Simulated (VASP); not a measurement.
# MgCdHg (I4mm) in VASP: single point with PBE

Aim: the single point of MgCdHg with PBE.

Everything below comes from runs of VASP 6.6.1. Logs are shortened: lines on timing, memory, paths and dates and some standing lists are left out, and cuts for length are marked.

### Step 1. The cell of the first run

The structure is tetragonal, space group I4mm (No. 107). Conventional cell: a = 3.876 Å, b = 3.876 Å, c = 8.905 Å, α = 90.00°, β = 90.00°, γ = 90.00°. Mg (site symmetry 4mm) has 5 Cd at 2.95 to 3.13 Å and 5 Hg at 2.99 to 3.11 Å and 4 Mg at 3.88 Å within 3.9 Å. Cd (site symmetry 4mm) has 5 Mg at 2.95 to 3.13 Å and 5 Hg at 2.97 to 3.12 Å and 4 Cd at 3.88 Å within 3.9 Å. Hg (site symmetry 4mm) has 5 Cd at 2.97 to 3.12 Å and 5 Mg at 2.99 to 3.11 Å and 4 Hg at 3.88 Å within 3.9 Å.

### Step 2. Single point, PBE

INCAR

```
PREC = Accurate
ENCUT = 520
EDIFF = 1E-6
ISMEAR = 0
SIGMA = 0.1
LREAL = F
LASPH = T
NELM = 100
ALGO = Fast
ISIF = 2
LWAVE = F
LCHARG = T
GGA = PE
LELF = T
LVHAR = T
NBANDS = 20
```

KPOINTS

```
regular mesh
0
Gamma
  14 14 14
```

POSCAR

```
MgCdHg
1.0
   -1.9381205488      1.9381205488      4.4525468120
    1.9381205488     -1.9381205488      4.4525468120
    1.9381205488      1.9381205488     -4.4525468120
Mg Cd Hg
1 1 1
Direct
    0.6653647962      0.6653647962      0.0000000000
    0.3339694543      0.3339694543      0.0000000000
    0.0006657395      0.0006657395      0.0000000000
```

Potentials or basis: VASP PAW PBE potentials, release 64 (Mg, Cd, Hg).

On the command line:

```
$ cat potpaw_PBE.64/Mg/POTCAR potpaw_PBE.64/Cd/POTCAR potpaw_PBE.64/Hg/POTCAR > POTCAR
$ mpirun -np 1 vasp_std > vasp.out
```

OUTCAR:

```text
PREC = Accurate
   ENCUT = 520
   EDIFF = 1E-6
   ISMEAR = 0
   LREAL = F
   LASPH = T
   NELM = 100
   ISIF = 2
   GGA = PE

 ion  position               nearest neighbor table
   1  0.665  0.665  0.000-   2 2.95   3 2.99   3 3.11   3 3.11   3 3.11   3 3.11   2 3.13   2 3.13
                             2 3.13   2 3.13
   2  0.334  0.334  0.000-   1 2.95   3 2.97   3 3.12   3 3.12   3 3.12   3 3.12   1 3.13   1 3.13
                             1 3.13   1 3.13
   3  0.001  0.001  0.000-   2 2.97   1 2.99   1 3.11   1 3.11   1 3.11   1 3.11   2 3.12   2 3.12
                             2 3.12   2 3.12

  LATTYP: Found a body centered tetragonal cell.
 ALAT       =     3.8762410976
 C/A-ratio  =     2.2973528735

  Lattice vectors:

 A1 = (  -1.9381205488,   1.9381205488,   4.4525468120)
 A2 = (   1.9381205488,  -1.9381205488,   4.4525468120)
 A3 = (   1.9381205488,   1.9381205488,  -4.4525468120)

Analysis of symmetry for initial positions (statically):
=====================================================================
 Subroutine PRICEL returns:
 Original cell was already a primitive cell.

 Routine SETGRP: Setting up the symmetry group for a
 body centered tetragonal supercell.

 Subroutine GETGRP returns: Found  8 space group operations
 (whereof  8 operations were pure point group operations)
 out of a pool of 16 trial point group operations.

The static configuration has the point symmetry C_4v.

Analysis of symmetry for dynamics (positions and initial velocities):
=====================================================================
 Subroutine PRICEL returns:
 Original cell was already a primitive cell.

 Routine SETGRP: Setting up the symmetry group for a
 body centered tetragonal supercell.

 Subroutine GETGRP returns: Found  8 space group operations
 (whereof  8 operations were pure point group operations)
 out of a pool of 16 trial point group operations.

The dynamic configuration has the point symmetry C_4v.

 Subroutine INISYM returns: Found  8 space group operations
 (whereof  8 operations are pure point group operations),
 and found     1 'primitive' translations

----------------------------------------------------------------------------------------

                                     Primitive cell

  volume of cell :      66.9006

  direct lattice vectors                    reciprocal lattice vectors
    -1.938120549  1.938120549  4.452546812     0.000000000  0.257981889  0.112295282
     1.938120549 -1.938120549  4.452546812     0.257981889  0.000000000  0.112295282
     1.938120549  1.938120549 -4.452546812     0.257981889  0.257981889  0.000000000

  length of vectors
     5.228555789  5.228555789  5.228555789     0.281362551  0.281362551  0.364841486

  position of ions in fractional coordinates (direct lattice)
     0.665364796  0.665364796  0.000000000
     0.333969454  0.333969454  0.000000000
     0.000665740  0.000665740  0.000000000

  ion indices of the primitive-cell ions
   primitive index   ion index
                 1           1
                 2           2
                 3           3

----------------------------------------------------------------------------------------

 KPOINTS: regular mesh

Automatic generation of k-mesh.
 Grid dimensions read from file:
 generate k-points for:   14   14   14

 Generating k-lattice:

  Cartesian coordinates                     Fractional coordinates (reciprocal lattice)
     0.000000000  0.018427278  0.008021092     0.071428571  0.000000000 -0.000000000
     0.018427278  0.000000000  0.008021092     0.000000000  0.071428571 -0.000000000
     0.018427278  0.018427278  0.000000000     0.000000000  0.000000000  0.071428571

  Length of vectors
     0.020097325  0.020097325  0.026060106

  Shift w.r.t. Gamma in fractional coordinates (k-lattice)
     0.000000000  0.000000000  0.000000000

 Subroutine IBZKPT returns following result:
 ===========================================

 Found    244 irreducible k-points:

 Following reciprocal coordinates:
            Coordinates               Weight
  0.000000  0.000000  0.000000      1.000000
  0.071429 -0.000000  0.000000      8.000000
  0.142857 -0.000000  0.000000      8.000000
  0.214286 -0.000000  0.000000      8.000000
  0.285714 -0.000000  0.000000      8.000000
  0.357143  0.000000  0.000000      8.000000
[... 16 lines left out ...]
  0.214286  0.142857  0.000000     16.000000
  0.285714  0.142857  0.000000     16.000000
 [... further k-points ...]
   k-points           NKPTS =    244   k-points in BZ     NKDIM =    244   number of bands    NBANDS=     20
   number of dos      NEDOS =    301   number of ions     NIONS =      3
   total plane-waves  NPLWV =  64000
   dimension x,y,z NGX =    40 NGY =   40 NGZ =   40
   dimension x,y,z NGXF=    80 NGYF=   80 NGZF=   80
   ions per type =               1   1   1
   NGX,Y,Z   is equivalent  to a cutoff of  12.72, 12.72, 12.72 a.u.
   NGXF,Y,Z  is equivalent  to a cutoff of  25.44, 25.44, 25.44 a.u.
 SYSTEM =  unknown system
   PREC   = accura    normal or accurate (medium, high low for compatibility)
   ISTART =      0    job   : 0-new  1-cont  2-samecut
   ICHARG =      2    charge: 1-file 2-atom 10-const
   ISPIN  =      1    spin polarized calculation?
   LNONCOLLINEAR =      F non collinear calculations
   LSORBIT =      F    spin-orbit coupling
   LASPH  =      T    aspherical Exc in radial PAW
   ENCUT  =  520.0 eV  38.22 Ry    6.18 a.u.   9.72  9.72  9.72*2*pi/ulx,y,z
   NELM   =    100;   NELMIN=  2; NELMDL= -5     # of ELM steps
   EDIFF  = 0.1E-05   stopping-criterion for ELM
   LREAL  =      F    real-space projection
   EDIFFG = 0.1E-04   stopping-criterion for IOM
   NSW    =      0    number of steps for IOM
   IBRION =     -1    ionic relax: 0-MD 1-quasi-New 2-CG
   NFREE  =      0    steps in history (QN), initial steepest desc. (CG)
   ISIF   =      2    stress and relaxation
   ISYM   =      2    0-nonsym 1-usesym 2-fastsym
   POTIM  = 0.5000    time-step for ionic-motion
   TEBEG  =    0.0;   TEEND  =   0.0 temperature during run
   PSTRESS=    0.0 pullay stress
   NELECT =      26.0000    total number of electrons
   NUPDOWN=      -1.0000    fix difference up-down
   EMIN   =  10.00;   EMAX   =-10.00  energy-range for DOS
   EFERMI =   0.00;   METHOD = LEGACY
   ISMEAR =     0;   SIGMA  =   0.10  broadening in eV -4-tet -1-fermi 0-gaus
   EFERMI_NEDOS =   21; number of points for ismear=-14 and -15
   IALGO  =     68    algorithm
   IMIX   =      4    mixing-type and parameters
     AMIX     =   0.40;   BMIX     =  1.00
     AMIX_MAG =   1.60;   BMIX_MAG =  1.00
  volume/ion in A,a.u.               =      22.30       150.49
  Fermi-wavevector in a.u.,A,eV,Ry     =   1.194692  2.257640 19.419443  1.427289
  Thomas-Fermi vector in A             =   2.330676
   LORBIT       =      0    0 simple, 1 ext, 2 COOP (PROOUT), +10 PAW based schemes
   GGA     = PE    functional components
   LHFCALC =     F    Hartree Fock is set to
   AEXX    =    0.0000 exact exchange contribution
   IVDW    =     0    specifies the selected vdW correction
   LEPSILON=     F    determine dielectric tensor
   LRPA    =     F    only Hartree local field effects (RPA)
 non-spin polarized calculation
 RMM-DIIS sequential band-by-band and
 Gauss-broadening in eV      SIGMA  =   0.10
  energy-cutoff  :      520.00
  volume of cell :       66.90
 maximum number of plane-waves:      1834
   NGX = 19   NGY = 19   NGZ = 19

 number of electron      26.0000000 magnetization

 Free energy of the ion-electron system (eV)
  ---------------------------------------------------
  ext. energy  EPLUGINS =         0.00000000
  ---------------------------------------------------
  free energy    TOTEN  =        -2.77524733 eV

  energy without entropy =       -2.77098246  energy(sigma->0) =       -2.77311490

 E-fermi :   3.0713     XC(G=0): -10.1972

 val. band max:        3.0693473123   @ k =  -0.2857  -0.2857   0.0714
 cond. band min:       3.0797766283   @ k =   0.1429   0.1429   0.1429
 fundamental gap:      0.0104293160
 Fermi energy:         3.0713172515

 k-point     1 :       0.0000    0.0000    0.0000
  band No.  band energies     occupation
      1      -6.0064      2.00000
      2      -5.9786      2.00000
      3      -5.8417      2.00000
      4      -5.8000      2.00000
      5      -5.8000      2.00000
      6      -5.6178      2.00000
[... 12 lines left out ...]
     19       8.3425      0.00000
     20       8.6931      0.00000

 k-point     2 :       0.0714   -0.0000    0.0000
  band No.  band energies     occupation
      1      -6.0043      2.00000
      2      -5.9707      2.00000
      3      -5.8557      2.00000
      4      -5.8142      2.00000
      5      -5.7953      2.00000
      6      -5.5521      2.00000
[... 12 lines left out ...]
     19       8.6416      0.00000
     20       9.6246      0.00000

 k-point     3 :       0.1429   -0.0000    0.0000
  band No.  band energies     occupation
      1      -6.0041      2.00000
      2      -5.9467      2.00000
      3      -5.8827      2.00000
      4      -5.8491      2.00000
      5      -5.7940      2.00000
      6      -5.3600      2.00000
[... 12 lines left out ...]
     19       9.2227      0.00000
     20      10.9917      0.00000

 k-point     4 :       0.2143   -0.0000    0.0000
  band No.  band energies     occupation
      1      -6.0103      2.00000
      2      -5.9191      2.00000
      3      -5.9097      2.00000
      4      -5.8862      2.00000
      5      -5.8036      2.00000
      6      -5.0637      2.00000
[... 12 lines left out ...]
     19       9.8782      0.00000
     20      12.1663      0.00000

 k-point     5 :       0.2857   -0.0000    0.0000
  band No.  band energies     occupation
      1      -6.0239      2.00000
      2      -5.9480      2.00000
      3      -5.9302      2.00000
      4      -5.8612      2.00000
      5      -5.8232      2.00000
      6      -4.7562      2.00000
[... 12 lines left out ...]
     19      10.4872      0.00000
     20      11.1965      0.00000

 k-point     6 :       0.3571    0.0000    0.0000
  band No.  band energies     occupation
      1      -6.0463      2.00000
      2      -5.9773      2.00000
      3      -5.9409      2.00000
      4      -5.8483      2.00000
      5      -5.8251      2.00000
      6      -4.6021      2.00000
[... 12 lines left out ...]
     19      10.4413      0.00000
     20      11.0640      0.00000

 k-point     7 :       0.4286   -0.0000    0.0000
  band No.  band energies     occupation
      1      -6.0689      2.00000
      2      -5.9906      2.00000
      3      -5.9422      2.00000
      4      -5.8714      2.00000
      5      -5.7998      2.00000
      6      -4.5618      2.00000
[... 12 lines left out ...]
     19      10.7483      0.00000
     20      11.0736      0.00000
[... 277 lines left out ...]
 k-point    20 :      -0.1429    0.0714    0.0000
  band No.  band energies     occupation
      1      -5.9997      2.00000
      2      -5.9388      2.00000
      3      -5.8964      2.00000
      4      -5.8407      2.00000
      5      -5.8030      2.00000
      6      -5.3317      2.00000
[... 12 lines left out ...]
     19       9.9323      0.00000
     20      11.0478      0.00000

 k-point    21 :      -0.0714    0.0714    0.0000
  band No.  band energies     occupation
      1      -6.0011      2.00000
      2      -5.9622      2.00000
      3      -5.8699      2.00000
      4      -5.8079      2.00000
      5      -5.8078      2.00000
      6      -5.5047      2.00000
[... 12 lines left out ...]
     19       9.5651      0.00000
     20       9.7072      0.00000

 k-point    22 :       0.1429    0.1429    0.0000
  band No.  band energies     occupation
      1      -6.0117      2.00000
      2      -5.9234      2.00000
      3      -5.9191      2.00000
      4      -5.8414      2.00000
      5      -5.8330      2.00000
      6      -5.0365      2.00000
[... 12 lines left out ...]
     19      11.0170      0.00000
     20      11.1493      0.00000

 k-point    23 :       0.2143    0.1429    0.0000
  band No.  band energies     occupation
      1      -6.0201      2.00000
      2      -5.9442      2.00000
      3      -5.8944      2.00000
      4      -5.8719      2.00000
      5      -5.8376      2.00000
      6      -4.7592      2.00000
[... 12 lines left out ...]
     19      10.6698      0.00000
     20      12.0102      0.00000

 k-point    24 :       0.2857    0.1429    0.0000
  band No.  band energies     occupation
      1      -6.0308      2.00000
      2      -5.9663      2.00000
      3      -5.9123      2.00000
      4      -5.8665      2.00000
      5      -5.8305      2.00000
      6      -4.5810      2.00000
[... 12 lines left out ...]
     19      10.8584      0.00000
     20      12.3936      0.00000

 [... further k-points ...]

------------------------ aborting loop because EDIFF is reached ----------------------------------------

  FORCE on cell =-STRESS in cart. coord.  units (eV):
  Direction    XX          YY          ZZ          XY          YZ          ZX
  --------------------------------------------------------------------------------------
  -------------------------------------------------------------------------------------
  Total        0.0258101      0.0258101      0.0500334      0.0000000      0.0000000      0.0000000
  in kB        0.6181159      0.6181159      1.1982313      0.0000000      0.0000000      0.0000000
  external PRESSURE =       0.8114877 kB  Pullay stress =       0.0000000 kB

 VOLUME and BASIS-vectors are now :
 -----------------------------------------------------------------------------
  energy-cutoff  :      520.00
  volume of cell :       66.90
      direct lattice vectors                 reciprocal lattice vectors
    -1.938120549  1.938120549  4.452546812     0.000000000  0.257981889  0.112295282
     1.938120549 -1.938120549  4.452546812     0.257981889  0.000000000  0.112295282
     1.938120549  1.938120549 -4.452546812     0.257981889  0.257981889  0.000000000

 POSITION                                       TOTAL-FORCE (eV/Angst)
 -----------------------------------------------------------------------------------
      0.00000      0.00000      5.92514        -0.000000     -0.000000      0.001702
      0.00000      0.00000      2.97403         0.000000      0.000000     -0.001903
      0.00000      0.00000      0.00593        -0.000000     -0.000000      0.000201
 -----------------------------------------------------------------------------------
    total drift:                               -0.000000     -0.000000      0.000130

  FREE ENERGIE OF THE ION-ELECTRON SYSTEM (eV)
  ---------------------------------------------------
  free  energy   TOTEN  =        -2.7752473317 eV

  energy  without entropy=       -2.7709824632  energy(sigma->0) =       -2.77311490
```

Run time: 6.5 min. Hardware: 1 thread of Intel Xeon Platinum 8488C (Sapphire Rapids), shared host; peak memory 0.54 GiB.

What came out:

| Quantity | Value |
| --- | --- |
| Free energy | -2.7752 eV |
| Pressure | 0.1 GPa |
| Band gap on the k mesh | zero (bands 13 and 14 overlap by 4.24 eV) |

Caveat: spin-orbit coupling is left out, which moves the levels of the heavy elements.
